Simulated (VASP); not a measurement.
Runs of VASP 6.6.1 on Te2Mo. Symmetry: P6_3/mmc, No. 194, hexagonal system. The conventional cell has a = 3.518 Å, b = 3.518 Å, c = 13.974 Å, α = 90.00°, β = 90.00°, γ = 120.00°. Within 3.6 Å of Te (site symmetry 3m) lie 3 Mo at 2.72 Å and 6 Te at 3.52 Å. Mo (site symmetry -6m2) has 6 Te at 2.72 Å and 6 Mo at 3.52 Å within 3.6 Å. 

```tsv
k mesh	gap on the mesh (eV)	pressure (GPa)	largest force (eV/Å)
9 × 9 × 2	0.75	-1.0	0.06
6 × 6 × 2	0.80	-1.0	0.06
7 × 7 × 2	(a)	-1.0	0.06
3 × 3 × 1	0.99	-1.3	(c)
5 × 5 × 1	(b)	-0.8	0.10
```

Alike in all rows: task single point; level PBEsol; potentials or basis VASP PAW PBE potentials, release 64 (Te, Mo_sv); no spin polarisation; cell as given; cutoff (eV) 520; smearing methfessel-paxton 0.1 eV.

**Question.** Estimate the missing entries.

**Answer.** (a) 0.81; (b) 0.68; (c) 0.36.

Caveats: some runs use coarse meshes; the PAW data sets were made with another functional, which shifts forces and pressure a little; spin-orbit coupling is left out, which moves the levels of the heavy elements; this functional lacks dispersion, which binds the layers, so the pressure and a relaxed spacing across them are unreliable.

A k mesh can miss the band edges, and the runs leave out spin-orbit coupling on Mo, Te.
